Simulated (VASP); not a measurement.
BaS: single point with PBEsol

The system is BaS.

```xyz
2
Lattice="0.0000 3.1869 3.1869 3.1869 0.0000 3.1869 3.1869 3.1869 0.0000" Properties=species:S:1:pos:R:3 pbc="T T T"
Ba    3.1869    3.1869    3.1869
S     0.0000    0.0000    0.0000
```

This cell differs from its parent crystal: volume scaled by 1.02.

```yaml
Program: VASP 6.6.1
Task: single point
Functional: PBEsol
Potentials_or_basis: VASP PAW PBE potentials, release 64 (Ba_sv, S)
Cutoff: 520 eV
k_mesh: 6 × 6 × 6
Occupations: gaussian, width 0.05 eV
Spin: no spin polarisation
```

```json
{
 "Pressure": "-0.2 GPa",
 "Band gap on the k mesh": "1.97 eV, indirect (least direct gap 2.11 eV)"
}
```

Levels at points of the mesh, in eV from the valence-band top:
```csv
k point,band 4,band 5,band 6,band 7,band 8,band 9,band 10,band 11,band 12,band 13
"(0.00, 0.00, 0.00)",-11.06,-10.36,0.00,0.00,0.00,3.44,3.78,3.78,3.78,4.74
"(0.50, 0.00, 0.00)",-11.10,-9.06,-2.01,-1.12,-1.12,5.49,5.54,6.29,6.29,8.89
"(0.50, 0.50, 0.00)",-11.26,-10.27,-0.53,-0.14,-0.14,1.97,5.92,5.96,7.52,7.52
```

Run time: 10 s on 1 thread of Intel(R) Xeon(R) Platinum 8488C (Sapphire Rapids) (shared host), peak memory 0.2 GiB.

Caveat: the PAW data sets were made with another functional, which shifts forces and pressure a little; spin-orbit coupling is left out, which moves the levels of the heavy elements. A k mesh can miss the band edges.
